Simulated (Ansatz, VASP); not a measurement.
**One calculation of SiO2, two programs**

```
CELL_PARAMETERS angstrom
4.23588 0.00000 0.00000
0.00000 4.03806 0.00000
0.00000 0.00000 2.68977
ATOMIC_POSITIONS crystal
Si 0.50000 0.50000 0.50000
Si 0.00000 0.00000 0.00000
O 0.73959 0.64644 0.00000
O 0.23959 0.85356 0.50000
O 0.26041 0.35356 0.00000
O 0.76041 0.14644 0.50000
```

Change from the starting cell: mode 4 frozen in at +0.279 Å, normal strain along y -0.0467.

Alike in both runs: task single point; functional PBE; k mesh 6 × 6 × 8; occupations gaussian, width 0.05 eV; no spin polarisation.

|  | VASP | Ansatz |
| --- | --- | --- |
| version | VASP 6.6.1 | Ansatz 0.2.0 |
| potentials or method | VASP PAW PBE potentials, release 64 (Si, O), cutoff 520 eV | scalar-relativistic, plane waves, PAW |
| valence electrons in the cell | 32 | 32 |

|  | VASP | Ansatz | Ansatz less VASP |
| --- | --- | --- | --- |
| gap on the k mesh at the Fermi level (eV) | 5.49 | 5.52 | +0.026 |
| least direct gap on the mesh (eV) | 5.49 | 5.52 | +0.026 |
| pressure (GPa) | 9.2 | 8.9 | -0.30 |
| traceless stress, the component that is largest in VASP (GPa) | 21.36 | 21.61 | +0.252 |
| rms of the force components (eV/Å) | 0.641 | 0.639 | -0.0015 |

Atom by atom the forces differ by 0.006 eV/Å (rms over components).
